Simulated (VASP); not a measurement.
# TaF3 (P4/mmm) in VASP: notebook, part 2 of 2

VASP 6.6.1.

### Step 3. Single point, PBEsol (strain +0.030 along x and y, +0.015 along z)

The input, INCAR:

```
PREC = Accurate ; ENCUT = 520
EDIFF = 1E-7 ; ISMEAR = 0
SIGMA = 0.15 ; LREAL = F
LASPH = T ; NELM = 60
ALGO = Normal ; ISIF = 2
LWAVE = F ; LCHARG = F
GGA = PS ; NBANDS = 24
```

The input, KPOINTS:

```
Automatic mesh
0
Gamma
  12 12 12
```

The input, POSCAR:

```
TaF3
1.0
    4.0182360000      0.0000000000      0.0000000000
    0.0000000000      4.0182360000      0.0000000000
    0.0000000000      0.0000000000      3.9597180000
Ta F
1 3
Direct
    0.0000000000      0.0000000000      0.0000000000
    0.5000000000      0.0000000000      0.0000000000
    0.0000000000      0.5000000000      0.0000000000
    0.0000000000      0.0000000000      0.5000000000
```

Potentials or basis: VASP PAW PBE potentials, release 64 (Ta_pv, F).

Command:

```bash
$ cat potpaw_PBE.64/Ta_pv/POTCAR potpaw_PBE.64/F/POTCAR > POTCAR
$ mpirun -np 1 vasp_std > vasp.out
```

OUTCAR:

```text
PREC = Accurate
   ENCUT = 520
   EDIFF = 1E-7
   ISMEAR = 0
   LREAL = F
   LASPH = T
   NELM = 60
   ISIF = 2
   GGA = PS

 ion  position               nearest neighbor table
   1  0.000  0.000  0.000-   4 1.98   4 1.98   2 2.01   3 2.01   3 2.01   2 2.01
   2  0.500  0.000  0.000-   1 2.01   1 2.01
   3  0.000  0.500  0.000-   1 2.01   1 2.01
   4  0.000  0.000  0.500-   1 1.98   1 1.98

  LATTYP: Found a simple tetragonal cell.
 ALAT       =     4.0182360000
 C/A-ratio  =     0.9854368932

  Lattice vectors:

 A1 = (   4.0182360000,   0.0000000000,   0.0000000000)
 A2 = (   0.0000000000,   4.0182360000,   0.0000000000)
 A3 = (   0.0000000000,   0.0000000000,   3.9597180000)

Analysis of symmetry for initial positions (statically):
=====================================================================
 Subroutine PRICEL returns:
 Original cell was already a primitive cell.

 Routine SETGRP: Setting up the symmetry group for a
 simple tetragonal supercell.

 Subroutine GETGRP returns: Found 16 space group operations
 (whereof 16 operations were pure point group operations)
 out of a pool of 16 trial point group operations.

The static configuration has the point symmetry D_4h.

Analysis of symmetry for dynamics (positions and initial velocities):
=====================================================================
 Subroutine PRICEL returns:
 Original cell was already a primitive cell.

 Routine SETGRP: Setting up the symmetry group for a
 simple tetragonal supercell.

 Subroutine GETGRP returns: Found 16 space group operations
 (whereof 16 operations were pure point group operations)
 out of a pool of 16 trial point group operations.

The dynamic configuration has the point symmetry D_4h.

 Subroutine INISYM returns: Found 16 space group operations
 (whereof 16 operations are pure point group operations),
 and found     1 'primitive' translations

----------------------------------------------------------------------------------------

                                     Primitive cell

  volume of cell :      63.9345

  direct lattice vectors                    reciprocal lattice vectors
     4.018236000  0.000000000  0.000000000     0.248865423  0.000000000  0.000000000
     0.000000000  4.018236000  0.000000000     0.000000000  0.248865423  0.000000000
     0.000000000  0.000000000  3.959718000     0.000000000  0.000000000  0.252543237

  length of vectors
     4.018236000  4.018236000  3.959718000     0.248865423  0.248865423  0.252543237

  position of ions in fractional coordinates (direct lattice)
     0.000000000  0.000000000  0.000000000
     0.500000000  0.000000000  0.000000000
     0.000000000  0.500000000  0.000000000
     0.000000000  0.000000000  0.500000000

  ion indices of the primitive-cell ions
   primitive index   ion index
                 1           1
                 2           2
                 3           3
                 4           4

----------------------------------------------------------------------------------------

 KPOINTS: Automatic mesh

Automatic generation of k-mesh.
 Grid dimensions read from file:
 generate k-points for:   12   12   12

 Generating k-lattice:

  Cartesian coordinates                     Fractional coordinates (reciprocal lattice)
     0.020738785  0.000000000  0.000000000     0.083333333  0.000000000  0.000000000
     0.000000000  0.020738785  0.000000000     0.000000000  0.083333333  0.000000000
     0.000000000  0.000000000  0.021045270     0.000000000  0.000000000  0.083333333

  Length of vectors
     0.020738785  0.020738785  0.021045270

  Shift w.r.t. Gamma in fractional coordinates (k-lattice)
     0.000000000  0.000000000  0.000000000

 Subroutine IBZKPT returns following result:
 ===========================================

 Found    196 irreducible k-points:

 Following reciprocal coordinates:
            Coordinates               Weight
  0.000000  0.000000  0.000000      1.000000
  0.083333  0.000000  0.000000      4.000000
  0.166667  0.000000  0.000000      4.000000
  0.250000  0.000000  0.000000      4.000000
  0.333333  0.000000  0.000000      4.000000
  0.416667  0.000000  0.000000      4.000000
[... 16 lines left out ...]
  0.333333  0.333333  0.000000      4.000000
  0.416667  0.333333  0.000000      8.000000
 [... further k-points ...]
   k-points           NKPTS =    196   k-points in BZ     NKDIM =    196   number of bands    NBANDS=     24
   number of dos      NEDOS =    301   number of ions     NIONS =      4
   total plane-waves  NPLWV =  27000
   dimension x,y,z NGX =    30 NGY =   30 NGZ =   30
   dimension x,y,z NGXF=    60 NGYF=   60 NGZF=   60
   ions per type =               1   3
   NGX,Y,Z   is equivalent  to a cutoff of  12.41, 12.41, 12.60 a.u.
   NGXF,Y,Z  is equivalent  to a cutoff of  24.82, 24.82, 25.19 a.u.
 SYSTEM =  unknown system
   PREC   = accura    normal or accurate (medium, high low for compatibility)
   ISTART =      0    job   : 0-new  1-cont  2-samecut
   ICHARG =      2    charge: 1-file 2-atom 10-const
   ISPIN  =      1    spin polarized calculation?
   LNONCOLLINEAR =      F non collinear calculations
   LSORBIT =      F    spin-orbit coupling
   LASPH  =      T    aspherical Exc in radial PAW
   ENCUT  =  520.0 eV  38.22 Ry    6.18 a.u.   7.47  7.47  7.36*2*pi/ulx,y,z
   NELM   =     60;   NELMIN=  2; NELMDL= -5     # of ELM steps
   EDIFF  = 0.1E-06   stopping-criterion for ELM
   LREAL  =      F    real-space projection
   EDIFFG = 0.1E-05   stopping-criterion for IOM
   NSW    =      0    number of steps for IOM
   IBRION =     -1    ionic relax: 0-MD 1-quasi-New 2-CG
   NFREE  =      0    steps in history (QN), initial steepest desc. (CG)
   ISIF   =      2    stress and relaxation
   ISYM   =      2    0-nonsym 1-usesym 2-fastsym
   POTIM  = 0.5000    time-step for ionic-motion
   TEBEG  =    0.0;   TEEND  =   0.0 temperature during run
   PSTRESS=    0.0 pullay stress
   NELECT =      32.0000    total number of electrons
   NUPDOWN=      -1.0000    fix difference up-down
   EMIN   =  10.00;   EMAX   =-10.00  energy-range for DOS
   EFERMI =   0.00;   METHOD = LEGACY
   ISMEAR =     0;   SIGMA  =   0.15  broadening in eV -4-tet -1-fermi 0-gaus
   EFERMI_NEDOS =   21; number of points for ismear=-14 and -15
   IALGO  =     38    algorithm
   IMIX   =      4    mixing-type and parameters
     AMIX     =   0.40;   BMIX     =  1.00
     AMIX_MAG =   1.60;   BMIX_MAG =  1.00
  volume/ion in A,a.u.               =      15.98       107.86
  Fermi-wavevector in a.u.,A,eV,Ry     =   1.299810  2.456284 22.987115  1.689505
  Thomas-Fermi vector in A             =   2.431049
   LORBIT       =      0    0 simple, 1 ext, 2 COOP (PROOUT), +10 PAW based schemes
   GGA     = PS    functional components
   LHFCALC =     F    Hartree Fock is set to
   AEXX    =    0.0000 exact exchange contribution
   IVDW    =     0    specifies the selected vdW correction
   LEPSILON=     F    determine dielectric tensor
   LRPA    =     F    only Hartree local field effects (RPA)
 non-spin polarized calculation
 Gauss-broadening in eV      SIGMA  =   0.15
  energy-cutoff  :      520.00
  volume of cell :       63.93
 maximum number of plane-waves:      1755
 NGX is ok and might be reduce to    30
   NGX = 15   NGY = 15   NGZ = 15

 number of electron      31.9999961 magnetization

 Free energy of the ion-electron system (eV)
  ---------------------------------------------------
  ext. energy  EPLUGINS =         0.00000000
  ---------------------------------------------------
  free energy    TOTEN  =       -27.80328665 eV

  energy without entropy =      -27.77068480  energy(sigma->0) =      -27.78698572

 E-fermi :   4.0528     XC(G=0):  -8.8228

 val. band max:        4.0504676460   @ k =   0.3333   0.0833   0.0833
 cond. band min:       4.0539100079   @ k =   0.3333   0.0833   0.0000
 fundamental gap:      0.0034423619
 Fermi energy:         4.0528266341

 k-point     1 :       0.0000    0.0000    0.0000
  band No.  band energies     occupation
      1     -32.9061      2.00000
      2     -32.8485      2.00000
      3     -32.8485      2.00000
      4     -24.3081      2.00000
      5     -23.9489      2.00000
      6     -23.8209      2.00000
[... 16 lines left out ...]
     23      12.7463      0.00000
     24      12.8210      0.00000
[... 598 lines left out ...]
      2     -33.0287      2.00000
      3     -32.8997      2.00000
      4     -24.2208      2.00000
      5     -23.2547      2.00000
      6     -23.0864      2.00000
[... 16 lines left out ...]
     23      10.5854      0.00000
     24      12.1358      0.00000

 [... further k-points ...]
[... 5 lines left out ...]
  --------------------------------------------------------------------------------------
  -------------------------------------------------------------------------------------
  Total        2.4737012      2.4737012      4.4522042      0.0000000     -0.0000000      0.0000000
  in kB       61.9901503     61.9901503    111.5707933      0.0000000     -0.0000000      0.0000000
  external PRESSURE =      78.5170313 kB  Pullay stress =       0.0000000 kB

 VOLUME and BASIS-vectors are now :
 -----------------------------------------------------------------------------
  energy-cutoff  :      520.00
  volume of cell :       63.93
      direct lattice vectors                 reciprocal lattice vectors
     4.018236000  0.000000000  0.000000000     0.248865423  0.000000000  0.000000000
     0.000000000  4.018236000  0.000000000     0.000000000  0.248865423  0.000000000
     0.000000000  0.000000000  3.959718000     0.000000000  0.000000000  0.252543237

 POSITION                                       TOTAL-FORCE (eV/Angst)
 -----------------------------------------------------------------------------------
      0.00000      0.00000      0.00000         0.000000      0.000000      0.000000
      2.00912      0.00000      0.00000         0.000000      0.000000      0.000000
      0.00000      2.00912      0.00000         0.000000      0.000000      0.000000
      0.00000      0.00000      1.97986         0.000000      0.000000      0.000000
 -----------------------------------------------------------------------------------
    total drift:                                0.000000      0.000000      0.000000

  FREE ENERGIE OF THE ION-ELECTRON SYSTEM (eV)
  ---------------------------------------------------
  free  energy   TOTEN  =       -27.8032866470 eV

  energy  without entropy=      -27.7706847975  energy(sigma->0) =      -27.78698572
```

stdout:

```text
POSCAR found type information on POSCAR TaF
 POSCAR found :  2 types and       4 ions
 scaLAPACK will be used
 -----------------------------------------------------------------------------
|                                                                             |
|                                                                             |
|     You enforced a specific xc type in the INCAR file but a different       |
|     I HOPE YOU KNOW WHAT YOU ARE DOING!                                     |
|                                                                             |
 -----------------------------------------------------------------------------

 LDA part: xc-table for (Slater+PW92), standard interpolation
 POSCAR, INCAR and KPOINTS ok, starting setup
 FFT: planning ... GRIDC
 FFT: planning ... GRID_SOFT
 FFT: planning ... GRID
 WAVECAR not read
 entering main loop
```

It took 2 min on 1 thread of Intel Xeon 6975P-C (Granite Rapids), shared host; peak memory 0.36 GiB.

Results:

```
Free energy            : -27.8033 eV
Pressure               : 7.9 GPa
Band gap on the k mesh : zero (bands 16 and 17 overlap by 2.63 eV)
```

Caveat: the cell differs from its parent crystal (strain +0.030 along x and y, +0.015 along z); the cell stands under pressure; the PAW data sets were made with another functional, which shifts forces and pressure a little; spin-orbit coupling is left out, which moves the levels of the heavy elements.
